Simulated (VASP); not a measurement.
# Li in VASP: single point with PBE

Aim: the single point of Li with PBE.

Program: VASP 6.6.1. These are calculated values, not measurements. Logs are shortened: lines on timing, memory, paths and dates and some standing lists are left out, and cuts for length are marked.

## 1. The cell of the first run

The typed cell holds 1 atom: a = 2.984 Å, b = 2.984 Å, c = 2.984 Å, α = 112.99°, β = 112.99°, γ = 102.64°.

## 2. Single point, PBE

INCAR reads:

```
SYSTEM = Li
ALGO = Fast ; EDIFF = 1E-6
ENCUT = 520 ; GGA = PE
ISIF = 2 ; ISMEAR = 0
LASPH = .TRUE. ; LCHARG = .FALSE.
LREAL = .FALSE. ; LWAVE = .FALSE.
NBANDS = 8 ; NELM = 60
PREC = Accurate ; SIGMA = 0.1
```

KPOINTS reads:

```
k-points
0
G
  24 24 24
  0 0 0
```

POSCAR reads:

```
Li
1.0
   -1.6472114420      1.6473116453      1.8648790211
    1.6472114420     -1.6473116453      1.8648790211
    1.6472114420      1.6473116453     -1.8648790211
Li
1
Direct
    0.0000000000      0.0000000000      0.0000000000
```

Potentials or basis: VASP PAW PBE potentials, release 64 (Li_sv).

Launch:

```console
cat potpaw_PBE.64/Li_sv/POTCAR > POTCAR
mpirun -np 1 vasp_std > vasp.out
```

OUTCAR:

```text
SYSTEM = Li
   EDIFF = 1E-6
   ENCUT = 520
   GGA = PE
   ISIF = 2
   ISMEAR = 0
   LASPH = .TRUE.
   LREAL = .FALSE.
   NELM = 60
   PREC = Accurate

 ion  position               nearest neighbor table
   1  0.000  0.000  0.000-

  LATTYP: Found a body centered orthorhombic cell.
 ALAT       =     3.2944228840
 B/A-ratio  =     1.0000608321
 C/A-ratio  =     1.1321430713

  Lattice vectors:

 A1 = (  -1.6472114420,   1.6473116453,   1.8648790211)
 A2 = (   1.6472114420,  -1.6473116453,   1.8648790211)
 A3 = (   1.6472114420,   1.6473116453,  -1.8648790211)

Analysis of symmetry for initial positions (statically):
=====================================================================
 Subroutine PRICEL returns:
 Original cell was already a primitive cell.

 Routine SETGRP: Setting up the symmetry group for a
 body centered orthorhombic supercell.

 Subroutine GETGRP returns: Found  8 space group operations
 (whereof  8 operations were pure point group operations)
 out of a pool of  8 trial point group operations.

The static configuration has the point symmetry D_2h.

Analysis of symmetry for dynamics (positions and initial velocities):
=====================================================================
 Subroutine PRICEL returns:
 Original cell was already a primitive cell.

 Routine SETGRP: Setting up the symmetry group for a
 body centered orthorhombic supercell.

 Subroutine GETGRP returns: Found  8 space group operations
 (whereof  8 operations were pure point group operations)
 out of a pool of  8 trial point group operations.

The dynamic configuration has the point symmetry D_2h.

 Subroutine INISYM returns: Found  8 space group operations
 (whereof  8 operations are pure point group operations),
 and found     1 'primitive' translations

----------------------------------------------------------------------------------------

                                     Primitive cell

  volume of cell :      20.2412

  direct lattice vectors                    reciprocal lattice vectors
    -1.647211442  1.647311645  1.864879021     0.000000000  0.303524838  0.268113907
     1.647211442 -1.647311645  1.864879021     0.303543302  0.000000000  0.268113907
     1.647211442  1.647311645 -1.864879021     0.303543302  0.303524838  0.000000000

  length of vectors
     2.984076902  2.984076902  2.984076902     0.404984437  0.404998275  0.429261998

  position of ions in fractional coordinates (direct lattice)
     0.000000000  0.000000000  0.000000000

  ion indices of the primitive-cell ions
   primitive index   ion index
                 1           1

----------------------------------------------------------------------------------------

 KPOINTS: k-points

Automatic generation of k-mesh.
 Grid dimensions read from file:
 generate k-points for:   24   24   24

 Generating k-lattice:

  Cartesian coordinates                     Fractional coordinates (reciprocal lattice)
     0.000000000  0.012646868  0.011171413     0.041666667  0.000000000  0.000000000
     0.012647638  0.000000000  0.011171413     0.000000000  0.041666667  0.000000000
     0.012647638  0.012646868  0.000000000     0.000000000  0.000000000  0.041666667

  Length of vectors
     0.016874352  0.016874928  0.017885917

  Shift w.r.t. Gamma in fractional coordinates (k-lattice)
     0.000000000  0.000000000  0.000000000

 Subroutine IBZKPT returns following result:
 ===========================================

 Found   1963 irreducible k-points:

 Following reciprocal coordinates:
            Coordinates               Weight
  0.000000  0.000000  0.000000      1.000000
  0.041667 -0.000000  0.000000      4.000000
  0.083333  0.000000  0.000000      4.000000
  0.125000 -0.000000  0.000000      4.000000
  0.166667  0.000000  0.000000      4.000000
  0.208333  0.000000 -0.000000      4.000000
[... 16 lines left out ...]
  0.375000  0.041667  0.000000      8.000000
  0.416667  0.041667  0.000000      8.000000
 [... further k-points ...]
   k-points           NKPTS =   1963   k-points in BZ     NKDIM =   1963   number of bands    NBANDS=      8
   number of dos      NEDOS =    301   number of ions     NIONS =      1
   total plane-waves  NPLWV =  13824
   dimension x,y,z NGX =    24 NGY =   24 NGZ =   24
   dimension x,y,z NGXF=    48 NGYF=   48 NGZF=   48
   ions per type =               1
   NGX,Y,Z   is equivalent  to a cutoff of  13.37, 13.37, 13.37 a.u.
   NGXF,Y,Z  is equivalent  to a cutoff of  26.74, 26.74, 26.74 a.u.
 SYSTEM =  Li
   PREC   = accura    normal or accurate (medium, high low for compatibility)
   ISTART =      0    job   : 0-new  1-cont  2-samecut
   ICHARG =      2    charge: 1-file 2-atom 10-const
   ISPIN  =      1    spin polarized calculation?
   LNONCOLLINEAR =      F non collinear calculations
   LSORBIT =      F    spin-orbit coupling
   LASPH  =      T    aspherical Exc in radial PAW
   ENCUT  =  520.0 eV  38.22 Ry    6.18 a.u.   5.55  5.55  5.55*2*pi/ulx,y,z
   NELM   =     60;   NELMIN=  2; NELMDL= -5     # of ELM steps
   EDIFF  = 0.1E-05   stopping-criterion for ELM
   LREAL  =      F    real-space projection
   EDIFFG = 0.1E-04   stopping-criterion for IOM
   NSW    =      0    number of steps for IOM
   IBRION =     -1    ionic relax: 0-MD 1-quasi-New 2-CG
   NFREE  =      0    steps in history (QN), initial steepest desc. (CG)
   ISIF   =      2    stress and relaxation
   ISYM   =      2    0-nonsym 1-usesym 2-fastsym
   POTIM  = 0.5000    time-step for ionic-motion
   TEBEG  =    0.0;   TEEND  =   0.0 temperature during run
   PSTRESS=    0.0 pullay stress
   NELECT =       3.0000    total number of electrons
   NUPDOWN=      -1.0000    fix difference up-down
   EMIN   =  10.00;   EMAX   =-10.00  energy-range for DOS
   EFERMI =   0.00;   METHOD = LEGACY
   ISMEAR =     0;   SIGMA  =   0.10  broadening in eV -4-tet -1-fermi 0-gaus
   EFERMI_NEDOS =   21; number of points for ismear=-14 and -15
   IALGO  =     68    algorithm
   IMIX   =      4    mixing-type and parameters
     AMIX     =   0.40;   BMIX     =  1.00
     AMIX_MAG =   1.60;   BMIX_MAG =  1.00
  volume/ion in A,a.u.               =      20.24       136.59
  Fermi-wavevector in a.u.,A,eV,Ry     =   0.866370  1.637202 10.212488  0.750597
  Thomas-Fermi vector in A             =   1.984749
   LORBIT       =      0    0 simple, 1 ext, 2 COOP (PROOUT), +10 PAW based schemes
   GGA     = PE    functional components
   LHFCALC =     F    Hartree Fock is set to
   AEXX    =    0.0000 exact exchange contribution
   IVDW    =     0    specifies the selected vdW correction
   LEPSILON=     F    determine dielectric tensor
   LRPA    =     F    only Hartree local field effects (RPA)
 non-spin polarized calculation
 RMM-DIIS sequential band-by-band and
 Gauss-broadening in eV      SIGMA  =   0.10
  energy-cutoff  :      520.00
  volume of cell :       20.24
 maximum number of plane-waves:       560
   NGX = 11   NGY = 11   NGZ = 11

 number of electron       2.9999993 magnetization

 Free energy of the ion-electron system (eV)
  ---------------------------------------------------
  ext. energy  EPLUGINS =         0.00000000
  ---------------------------------------------------
  free energy    TOTEN  =        -1.90585813 eV

  energy without entropy =       -1.90367147  energy(sigma->0) =       -1.90476480

 E-fermi :   0.6456     XC(G=0):  -7.0478

 val. band max:        0.6299151158   @ k =  -0.3750   0.4583  -0.0000
 cond. band min:       0.6488055514   @ k =   0.2917  -0.2917   0.2917
 fundamental gap:      0.0188904356
 Fermi energy:         0.6455622615

 k-point     1 :       0.0000    0.0000    0.0000
  band No.  band energies     occupation
      1     -45.9018      2.00000
      2      -2.9327      2.00000
      3      14.9499      0.00000
      4      15.2518      0.00000
      5      15.2526      0.00000
      6      19.2432      0.00000
      7      19.2448      0.00000
      8      19.9065      0.00000

 k-point     2 :       0.0417   -0.0000    0.0000
  band No.  band energies     occupation
      1     -45.9015      2.00000
      2      -2.9009      2.00000
      3      14.7506      0.00000
      4      15.1043      0.00000
      5      15.1047      0.00000
      6      18.8749      0.00000
      7      19.3315      0.00000
      8      19.6919      0.00000

 k-point     3 :       0.0833    0.0000    0.0000
  band No.  band energies     occupation
      1     -45.9006      2.00000
      2      -2.8057      2.00000
      3      13.9568      0.00000
      4      14.7319      0.00000
      5      14.9408      0.00000
      6      18.3736      0.00000
      7      19.2636      0.00000
      8      19.9816      0.00000

 k-point     4 :       0.1250   -0.0000    0.0000
  band No.  band energies     occupation
      1     -45.8990      2.00000
      2      -2.6468      2.00000
      3      12.7933      0.00000
      4      14.2587      0.00000
      5      14.7626      0.00000
      6      18.1413      0.00000
      7      18.7345      0.00000
      8      19.9067      0.00000

 k-point     5 :       0.1667    0.0000    0.0000
  band No.  band energies     occupation
      1     -45.8971      2.00000
      2      -2.4245      2.00000
      3      11.4968      0.00000
      4      13.7670      0.00000
      5      14.5506      0.00000
      6      18.0625      0.00000
      7      18.0628      0.00000
      8      19.5248      0.00000

 k-point     6 :       0.2083    0.0000   -0.0000
  band No.  band energies     occupation
      1     -45.8948      2.00000
      2      -2.1389      2.00000
      3      10.1817      0.00000
      4      13.2991      0.00000
      5      14.3178      0.00000
      6      17.4138      0.00000
      7      18.0183      0.00000
      8      19.3750      0.00000

 k-point     7 :       0.2500   -0.0000    0.0000
  band No.  band energies     occupation
      1     -45.8923      2.00000
      2      -1.7912      2.00000
      3       8.9015      0.00000
      4      12.8764      0.00000
      5      14.0795      0.00000
      6      16.8315      0.00000
      7      17.9585      0.00000
      8      19.4628      0.00000
[... 133 lines left out ...]
 k-point    20 :       0.2500    0.0417    0.0000
  band No.  band energies     occupation
      1     -45.8911      2.00000
      2      -1.5934      2.00000
      3       8.3698      0.00000
      4      12.3235      0.00000
      5      13.8385      0.00000
      6      16.9462      0.00000
      7      18.1044      0.00000
      8      20.0404      0.00000

 k-point    21 :       0.2917    0.0417    0.0000
  band No.  band energies     occupation
      1     -45.8887      2.00000
      2      -1.1610      2.00000
      3       7.1867      0.00000
      4      12.0246      0.00000
      5      13.5467      0.00000
      6      16.5623      0.00000
      7      18.1622      0.00000
      8      20.2226      0.00000

 k-point    22 :       0.3333    0.0417    0.0000
  band No.  band energies     occupation
      1     -45.8866      2.00000
      2      -0.6789      2.00000
      3       6.0943      0.00000
      4      11.7914      0.00000
      5      13.2904      0.00000
      6      16.2437      0.00000
      7      18.2045      0.00000
      8      20.4916      0.00000

 k-point    23 :       0.3750    0.0417    0.0000
  band No.  band energies     occupation
      1     -45.8848      2.00000
      2      -0.1665      2.00000
      3       5.1176      0.00000
      4      11.6256      0.00000
      5      13.0820      0.00000
      6      15.9949      0.00000
      7      18.2318      0.00000
      8      20.7249      0.00000

 k-point    24 :       0.4167    0.0417    0.0000
  band No.  band energies     occupation
      1     -45.8836      2.00000
      2       0.3284      1.99999
      3       4.3082      0.00000
      4      11.5281      0.00000
      5      12.9302      0.00000
      6      15.8192      0.00000
      7      18.2271      0.00000
      8      20.8261      0.00000

 [... further k-points ...]

------------------------ aborting loop because EDIFF is reached ----------------------------------------

  FORCE on cell =-STRESS in cart. coord.  units (eV):
  Direction    XX          YY          ZZ          XY          YZ          ZX
  --------------------------------------------------------------------------------------
  -------------------------------------------------------------------------------------
  Total       -0.0096239     -0.0096648     -0.0049398     -0.0000000      0.0000000      0.0000000
  in kB       -0.7617705     -0.7650128     -0.3910054     -0.0000000      0.0000000      0.0000000
  external PRESSURE =      -0.6392629 kB  Pullay stress =       0.0000000 kB

 VOLUME and BASIS-vectors are now :
 -----------------------------------------------------------------------------
  energy-cutoff  :      520.00
  volume of cell :       20.24
      direct lattice vectors                 reciprocal lattice vectors
    -1.647211442  1.647311645  1.864879021     0.000000000  0.303524838  0.268113907
     1.647211442 -1.647311645  1.864879021     0.303543302  0.000000000  0.268113907
     1.647211442  1.647311645 -1.864879021     0.303543302  0.303524838  0.000000000

 POSITION                                       TOTAL-FORCE (eV/Angst)
 -----------------------------------------------------------------------------------
      0.00000      0.00000      0.00000         0.000000     -0.000000      0.000000
 -----------------------------------------------------------------------------------
    total drift:                               -0.000000      0.000000     -0.000000

  FREE ENERGIE OF THE ION-ELECTRON SYSTEM (eV)
  ---------------------------------------------------
  free  energy   TOTEN  =        -1.9058581292 eV

  energy  without entropy=       -1.9036714744  energy(sigma->0) =       -1.90476480
```

Wall time 97 s (1 thread of Intel Xeon 6975P-C (Granite Rapids), shared host); peak memory 0.34 GiB.

Results:

* Free energy: -1.9059 eV
* Band gap on the k mesh: zero (an odd number of electrons rules out a gap without spin polarisation)

Caveat: the cutoff is under 1.25 times the usual one of these potentials, so pressure, stress and relaxed cells hold a basis-set (Pulay) error.
